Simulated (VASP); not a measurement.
Input of a VASP 6.6.1 run:

File INCAR:

```
ALGO     = Normal         # electronic algorithm
EDIFF    = 1E-6           # SCF threshold, eV
ENCUT    = 520            # plane-wave cutoff, eV
GGA      = PS             # functional
ISIF     = 2              # what is computed and relaxed
ISMEAR   = 1              # smearing method
LASPH    = T              # aspherical terms in the spheres
LCHARG   = F              # write CHGCAR
LREAL    = F              # projectors in reciprocal space
LWAVE    = F              # write WAVECAR
NBANDS   = 14             # bands
NELM     = 100            # most SCF steps
PREC     = Accurate       # precision mode
SIGMA    = 0.1            # smearing width, eV
```

KPOINTS

```
k-points
0
Gamma
  9 9 3
```

Contents of POSCAR:

```
Al
1.0
    2.8270770000      0.0000000000      0.0000000000
   -1.4135390000      2.4483210000      0.0000000000
    0.0000000000      0.0000000000      9.1859930000
Al
4
Direct
    0.0000000000      0.0000000000      0.0000000000
    0.3333333333      0.6666666667      0.2500000000
    0.0000000000      0.0000000000      0.5000000000
    0.6666666667      0.3333333333      0.7500000000
```

Potentials or basis: VASP PAW PBE potentials, release 64 (Al).

Command:

```console
$ cat potpaw_PBE.64/Al/POTCAR > POTCAR
$ mpirun -np 1 vasp_std > vasp.out
```

(1) Estimate the pressure.

(2) What does it give for the band gap on the k mesh?

## Answers

(1) 1.6 GPa.

(2) zero (band 6 reaches 12.38 eV, above the bottom of band 7 at 6.96 eV).

Caveat: the PAW data sets were made with another functional, which shifts forces and pressure a little.
